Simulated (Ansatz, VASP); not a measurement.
# One calculation of Be4ZnTe, two programs

```
Be Zn Te
1.0
     3.67023    0.00000    0.00000
    -1.83512    3.17852    0.00000
     0.00000    0.00000    9.23420
Be Zn Te
4 1 1
Direct
  0.33333 0.66667 0.18184
  0.66667 0.33333 0.81816
  0.00000 0.00000 0.74095
  0.00000 0.00000 0.25905
  0.00000 0.00000 0.50000
  0.00000 0.00000 0.00000
```

Alike in both runs: functional PBE; k mesh 5 × 5 × 2; occupations gaussian, width 0.2 eV; no spin polarisation.

Ansatz relaxed the structure, and its values are those at the end. VASP's run is a single point on that final structure, the one shown.

```csv
,VASP,Ansatz
version,VASP 6.6.1,Ansatz 0.2.0
potentials or method,"VASP PAW PBE potentials, release 64 (Be, Zn, Te), cutoff 600 eV","scalar-relativistic, plane waves, PAW"
valence electrons in the cell,26,36
```

```csv
,VASP,Ansatz,Ansatz less VASP
gap on the k mesh at the Fermi level (eV),none,none,-
pressure (GPa),0.3,0.3,-0.06
rms of the force components (eV/Å),0.005,0.003,-0.0016
```

A gap of «none» marks a metal or a gap that the smearing closes. VASP's potentials hold 26 valence electrons a cell and Ansatz's 36, so a difference there can come from the potentials and not from the codes.

The k mesh is coarse, so the values compare programs but aren't converged. Neither program's run includes spin-orbit coupling.
